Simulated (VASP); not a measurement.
# CdNiSe3 (Pm-3m) in VASP: a series of runs

Runs on CdNiSe3. Level: PBE. Tasks: single point, relaxation of cell and atoms.

All numbers are computed with VASP 6.6.1; they aren't measurements. Logs are shortened: lines on timing, memory, paths and dates and some standing lists are left out, and cuts for length are marked.

### Step 1. The cell of the first run

It takes space group Pm-3m (No. 221, cubic). Conventional cell: a = 4.767 Å, b = 4.767 Å, c = 4.767 Å, α = 90.00°, β = 90.00°, γ = 90.00°. Within 4.4 Å of Cd (site symmetry m-3m) lie 12 Se at 3.37 Å and 8 Ni at 4.13 Å. Within 3.1 Å of Ni (site symmetry m-3m) lie 6 Se at 2.38 Å. Within 3.1 Å of Se (site symmetry 4/mmm) lie 2 Ni at 2.38 Å.

### Step 2. Single point, PBE

INCAR

```
ALGO     = Normal         # electronic algorithm
EDIFF    = 1E-6           # SCF threshold, eV
ENCUT    = 520            # plane-wave cutoff, eV
GGA      = PE             # functional
ISIF     = 2              # what is computed and relaxed
ISMEAR   = 0              # smearing method
LASPH    = True           # aspherical terms in the spheres
LCHARG   = True           # write CHGCAR
LELF     = True           # ELF
LREAL    = False          # projectors in reciprocal space
LVHAR    = True         
LWAVE    = False          # write WAVECAR
NBANDS   = 28             # bands
NELM     = 100            # most SCF steps
PREC     = Accurate       # precision mode
SIGMA    = 0.1            # smearing width, eV
```

KPOINTS

```
k-points
0
Gamma
  8 8 8
```

POSCAR

```
CdNiSe3
1.0
    4.7673826718      0.0000000000      0.0000000000
    0.0000000000      4.7673826718      0.0000000000
    0.0000000000      0.0000000000      4.7673826718
Cd Ni Se
1 1 3
Direct
    0.5000000000      0.5000000000      0.5000000000
    0.0000000000      0.0000000000      0.0000000000
    0.5000000000      0.0000000000      0.0000000000
    0.0000000000      0.5000000000      0.0000000000
    0.0000000000      0.0000000000      0.5000000000
```

Potentials or basis: VASP PAW PBE potentials, release 64 (Cd, Ni, Se).

On the command line:

```sh
cat potpaw_PBE.64/Cd/POTCAR potpaw_PBE.64/Ni/POTCAR potpaw_PBE.64/Se/POTCAR > POTCAR
mpirun -np 1 vasp_std > vasp.out
```

OUTCAR:

```text
EDIFF = 1E-6
   ENCUT = 520
   GGA = PE
   ISIF = 2
   ISMEAR = 0
   LASPH = True
   LREAL = False
   NELM = 100
   PREC = Accurate

 ion  position               nearest neighbor table
   1  0.500  0.500  0.500-
   2  0.000  0.000  0.000-   3 2.38   4 2.38   5 2.38   5 2.38   4 2.38   3 2.38
   3  0.500  0.000  0.000-   2 2.38   2 2.38
   4  0.000  0.500  0.000-   2 2.38   2 2.38
   5  0.000  0.000  0.500-   2 2.38   2 2.38

  LATTYP: Found a simple cubic cell.
 ALAT       =     4.7673826718

  Lattice vectors:

 A1 = (   4.7673826718,   0.0000000000,   0.0000000000)
 A2 = (   0.0000000000,   4.7673826718,   0.0000000000)
 A3 = (   0.0000000000,   0.0000000000,   4.7673826718)

Analysis of symmetry for initial positions (statically):
=====================================================================
 Subroutine PRICEL returns:
 Original cell was already a primitive cell.

 Routine SETGRP: Setting up the symmetry group for a
 simple cubic supercell.

 Subroutine GETGRP returns: Found 48 space group operations
 (whereof 48 operations were pure point group operations)
 out of a pool of 48 trial point group operations.

The static configuration has the point symmetry O_h .

Analysis of symmetry for dynamics (positions and initial velocities):
=====================================================================
 Subroutine PRICEL returns:
 Original cell was already a primitive cell.

 Routine SETGRP: Setting up the symmetry group for a
 simple cubic supercell.

 Subroutine GETGRP returns: Found 48 space group operations
 (whereof 48 operations were pure point group operations)
 out of a pool of 48 trial point group operations.

The dynamic configuration has the point symmetry O_h .

 Subroutine INISYM returns: Found 48 space group operations
 (whereof 48 operations are pure point group operations),
 and found     1 'primitive' translations

----------------------------------------------------------------------------------------

                                     Primitive cell

  volume of cell :     108.3528

  direct lattice vectors                    reciprocal lattice vectors
     4.767382672  0.000000000  0.000000000     0.209758702  0.000000000  0.000000000
     0.000000000  4.767382672  0.000000000     0.000000000  0.209758702  0.000000000
     0.000000000  0.000000000  4.767382672     0.000000000  0.000000000  0.209758702

  length of vectors
     4.767382672  4.767382672  4.767382672     0.209758702  0.209758702  0.209758702

  position of ions in fractional coordinates (direct lattice)
     0.500000000  0.500000000  0.500000000
     0.000000000  0.000000000  0.000000000
     0.500000000  0.000000000  0.000000000
     0.000000000  0.500000000  0.000000000
     0.000000000  0.000000000  0.500000000

  ion indices of the primitive-cell ions
   primitive index   ion index
                 1           1
                 2           2
                 3           3
                 4           4
                 5           5

----------------------------------------------------------------------------------------

 KPOINTS: k-points

Automatic generation of k-mesh.
 Grid dimensions read from file:
 generate k-points for:    8    8    8

 Generating k-lattice:

  Cartesian coordinates                     Fractional coordinates (reciprocal lattice)
     0.026219838  0.000000000  0.000000000     0.125000000  0.000000000  0.000000000
     0.000000000  0.026219838  0.000000000     0.000000000  0.125000000  0.000000000
     0.000000000  0.000000000  0.026219838     0.000000000  0.000000000  0.125000000

  Length of vectors
     0.026219838  0.026219838  0.026219838

  Shift w.r.t. Gamma in fractional coordinates (k-lattice)
     0.000000000  0.000000000  0.000000000

 Subroutine IBZKPT returns following result:
 ===========================================

 Found     35 irreducible k-points:

 Following reciprocal coordinates:
            Coordinates               Weight
  0.000000  0.000000  0.000000      1.000000
  0.125000  0.000000  0.000000      6.000000
  0.250000  0.000000  0.000000      6.000000
  0.375000  0.000000  0.000000      6.000000
  0.500000  0.000000  0.000000      3.000000
  0.125000  0.125000  0.000000     12.000000
[... 16 lines left out ...]
  0.375000  0.375000  0.125000     24.000000
  0.500000  0.375000  0.125000     24.000000
 [... further k-points ...]
   k-points           NKPTS =     35   k-points in BZ     NKDIM =     35   number of bands    NBANDS=     28
   number of dos      NEDOS =    301   number of ions     NIONS =      5
   total plane-waves  NPLWV =  46656
   dimension x,y,z NGX =    36 NGY =   36 NGZ =   36
   dimension x,y,z NGXF=    72 NGYF=   72 NGZF=   72
   ions per type =               1   1   3
   NGX,Y,Z   is equivalent  to a cutoff of  12.55, 12.55, 12.55 a.u.
   NGXF,Y,Z  is equivalent  to a cutoff of  25.11, 25.11, 25.11 a.u.
 SYSTEM =  unknown system
   PREC   = accura    normal or accurate (medium, high low for compatibility)
   ISTART =      0    job   : 0-new  1-cont  2-samecut
   ICHARG =      2    charge: 1-file 2-atom 10-const
   ISPIN  =      1    spin polarized calculation?
   LNONCOLLINEAR =      F non collinear calculations
   LSORBIT =      F    spin-orbit coupling
   LASPH  =      T    aspherical Exc in radial PAW
   ENCUT  =  520.0 eV  38.22 Ry    6.18 a.u.   8.86  8.86  8.86*2*pi/ulx,y,z
   NELM   =    100;   NELMIN=  2; NELMDL= -5     # of ELM steps
   EDIFF  = 0.1E-05   stopping-criterion for ELM
   LREAL  =      F    real-space projection
   EDIFFG = 0.1E-04   stopping-criterion for IOM
   NSW    =      0    number of steps for IOM
   IBRION =     -1    ionic relax: 0-MD 1-quasi-New 2-CG
   NFREE  =      0    steps in history (QN), initial steepest desc. (CG)
   ISIF   =      2    stress and relaxation
   ISYM   =      2    0-nonsym 1-usesym 2-fastsym
   POTIM  = 0.5000    time-step for ionic-motion
   TEBEG  =    0.0;   TEEND  =   0.0 temperature during run
   PSTRESS=    0.0 pullay stress
   NELECT =      40.0000    total number of electrons
   NUPDOWN=      -1.0000    fix difference up-down
   EMIN   =  10.00;   EMAX   =-10.00  energy-range for DOS
   EFERMI =   0.00;   METHOD = LEGACY
   ISMEAR =     0;   SIGMA  =   0.10  broadening in eV -4-tet -1-fermi 0-gaus
   EFERMI_NEDOS =   21; number of points for ismear=-14 and -15
   IALGO  =     38    algorithm
   IMIX   =      4    mixing-type and parameters
     AMIX     =   0.40;   BMIX     =  1.00
     AMIX_MAG =   1.60;   BMIX_MAG =  1.00
  volume/ion in A,a.u.               =      21.67       146.24
  Fermi-wavevector in a.u.,A,eV,Ry     =   1.174397  2.219288 18.765258  1.379208
  Thomas-Fermi vector in A             =   2.310794
   LORBIT       =      0    0 simple, 1 ext, 2 COOP (PROOUT), +10 PAW based schemes
   GGA     = PE    functional components
   LHFCALC =     F    Hartree Fock is set to
   AEXX    =    0.0000 exact exchange contribution
   IVDW    =     0    specifies the selected vdW correction
   LEPSILON=     F    determine dielectric tensor
   LRPA    =     F    only Hartree local field effects (RPA)
 non-spin polarized calculation
 Gauss-broadening in eV      SIGMA  =   0.10
  energy-cutoff  :      520.00
  volume of cell :      108.35
 maximum number of plane-waves:      2968
 NGX is ok and might be reduce to    36
   NGX = 17   NGY = 17   NGZ = 17

 number of electron      39.9999980 magnetization

 Free energy of the ion-electron system (eV)
  ---------------------------------------------------
  ext. energy  EPLUGINS =         0.00000000
  ---------------------------------------------------
  free energy    TOTEN  =       -15.75612375 eV

  energy without entropy =      -15.73677781  energy(sigma->0) =      -15.74645078

 E-fermi :   3.6309     XC(G=0): -10.1332

 val. band max:        3.6289117067   @ k =   0.3750   0.3750   0.1250
 cond. band min:       3.6579584638   @ k =   0.5000   0.2500   0.0000
 fundamental gap:      0.0290467570
 Fermi energy:         3.6309401831

 k-point     1 :       0.0000    0.0000    0.0000
  band No.  band energies     occupation
      1     -10.6258      2.00000
      2      -8.3874      2.00000
      3      -8.3874      2.00000
      4      -4.5061      2.00000
      5      -4.5061      2.00000
      6      -4.5061      2.00000
[... 20 lines left out ...]
     27      10.7838      0.00000
     28      10.7838      0.00000

 k-point     2 :       0.1250    0.0000    0.0000
  band No.  band energies     occupation
      1     -10.5627      2.00000
      2      -8.4671      2.00000
      3      -8.3787      2.00000
      4      -4.5148      2.00000
      5      -4.5148      2.00000
      6      -4.5057      2.00000
[... 20 lines left out ...]
     27      10.2777      0.00000
     28      10.2777      0.00000

 k-point     3 :       0.2500    0.0000    0.0000
  band No.  band energies     occupation
      1     -10.3850      2.00000
      2      -8.6873      2.00000
      3      -8.3575      2.00000
      4      -4.5352      2.00000
      5      -4.5352      2.00000
      6      -4.5204      2.00000
[... 20 lines left out ...]
     27       9.7146      0.00000
     28      11.0444      0.00000

 k-point     4 :       0.3750    0.0000    0.0000
  band No.  band energies     occupation
      1     -10.1412      2.00000
      2      -8.9771      2.00000
      3      -8.3359      2.00000
      4      -4.5551      2.00000
      5      -4.5551      2.00000
      6      -4.5491      2.00000
[... 20 lines left out ...]
     27       9.8381      0.00000
     28      11.3449      0.00000

 k-point     5 :       0.5000    0.0000    0.0000
  band No.  band energies     occupation
      1      -9.9931      2.00000
      2      -9.1451      2.00000
      3      -8.3268      2.00000
      4      -4.5631      2.00000
      5      -4.5631      2.00000
      6      -4.5612      2.00000
[... 20 lines left out ...]
     27      10.7797      0.00000
     28      11.5364      0.00000

 k-point     6 :       0.1250    0.1250    0.0000
  band No.  band energies     occupation
      1     -10.5000      2.00000
      2      -8.4954      2.00000
      3      -8.4169      2.00000
      4      -4.5256      2.00000
      5      -4.5157      2.00000
      6      -4.5126      2.00000
[... 463 lines left out ...]
      5      -4.5378      2.00000
      6      -4.5308      2.00000
[... 20 lines left out ...]
     27      10.0746      0.00000
     28      11.6666      0.00000

 k-point    22 :       0.5000    0.2500    0.1250
  band No.  band energies     occupation
      1      -9.7039      2.00000
      2      -9.0772      2.00000
      3      -8.5862      2.00000
      4      -4.5434      2.00000
      5      -4.5408      2.00000
      6      -4.5289      2.00000
[... 20 lines left out ...]
     27      10.9813      0.00000
     28      11.7182      0.00000

 k-point    23 :       0.3750    0.3750    0.1250
  band No.  band energies     occupation
      1      -9.6182      2.00000
      2      -8.9406      2.00000
      3      -8.7705      2.00000
      4      -4.5446      2.00000
      5      -4.5362      2.00000
      6      -4.5294      2.00000
[... 20 lines left out ...]
     27      10.3455      0.00000
     28      12.0918      0.00000

 k-point    24 :       0.5000    0.3750    0.1250
  band No.  band energies     occupation
      1      -9.4546      2.00000
      2      -9.0394      2.00000
      3      -8.8175      2.00000
      4      -4.5412      2.00000
      5      -4.5389      2.00000
      6      -4.5302      2.00000
[... 20 lines left out ...]
     27      11.0198      0.00000
     28      11.1446      0.00000

 [... further k-points ...]

------------------------ aborting loop because EDIFF is reached ----------------------------------------

  FORCE on cell =-STRESS in cart. coord.  units (eV):
  Direction    XX          YY          ZZ          XY          YZ          ZX
  --------------------------------------------------------------------------------------
  -------------------------------------------------------------------------------------
  Total        0.0582862      0.0582862      0.0582862      0.0000000      0.0000000     -0.0000000
  in kB        0.8618589      0.8618589      0.8618589      0.0000000      0.0000000     -0.0000000
  external PRESSURE =       0.8618589 kB  Pullay stress =       0.0000000 kB

 VOLUME and BASIS-vectors are now :
 -----------------------------------------------------------------------------
  energy-cutoff  :      520.00
  volume of cell :      108.35
      direct lattice vectors                 reciprocal lattice vectors
     4.767382672  0.000000000  0.000000000     0.209758702  0.000000000  0.000000000
     0.000000000  4.767382672  0.000000000     0.000000000  0.209758702  0.000000000
     0.000000000  0.000000000  4.767382672     0.000000000  0.000000000  0.209758702

 POSITION                                       TOTAL-FORCE (eV/Angst)
 -----------------------------------------------------------------------------------
      2.38369      2.38369      2.38369         0.000000      0.000000      0.000000
      0.00000      0.00000      0.00000         0.000000      0.000000      0.000000
      2.38369      0.00000      0.00000         0.000000      0.000000      0.000000
      0.00000      2.38369      0.00000         0.000000      0.000000      0.000000
      0.00000      0.00000      2.38369         0.000000      0.000000      0.000000
 -----------------------------------------------------------------------------------
    total drift:                                0.000000      0.000000      0.000000

  FREE ENERGIE OF THE ION-ELECTRON SYSTEM (eV)
  ---------------------------------------------------
  free  energy   TOTEN  =       -15.7561237503 eV

  energy  without entropy=      -15.7367778069  energy(sigma->0) =      -15.74645078
```

It took 99 s on 1 thread of Intel Xeon Platinum 8259CL at 2.50GHz (Skylake/Cascade Lake), shared host; peak memory 0.27 GiB.

What came out:

| Property | Result |
| --- | --- |
| Free energy | -15.7561 eV |
| Pressure | 0.1 GPa |
| Band gap on the k mesh | zero (band 20 reaches 4.49 eV, above the bottom of band 21 at 3.29 eV) |

Caveat: the run has no spin polarisation, though such a crystal can be magnetic. Spin polarisation is off, so any magnetic state and its effect on volume and gap are missing.

(Continued in part 2 of 2.)
